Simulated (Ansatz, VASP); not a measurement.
One calculation of Ni, two programs

```
Ni
1.0
     0.00000    1.76458    1.76458
     1.76458    0.00000    1.76458
     1.76458    1.76458    0.00000
Ni
1
Direct
  0.00000 0.00000 0.00000
```

Alike in both runs: task single point; functional PBE; k mesh 12 × 12 × 12; occupations fermi-dirac, width 0.05 eV; no spin polarisation.

|  | VASP | Ansatz |
| --- | --- | --- |
| version | VASP 6.6.1 | Ansatz 0.2.0 |
| potentials or method | VASP PAW PBE potentials, release 64 (Ni), cutoff 600 eV | PAW, plane waves, scalar-relativistic |
| valence electrons in the cell | 10 | 18 |

```csv
,VASP,Ansatz,Ansatz less VASP
pressure (GPa),-3.0,-3.0,+0.03
```

VASP's potentials hold 10 valence electrons a cell and Ansatz's 18, so a difference there can come from the potentials and not from the codes.
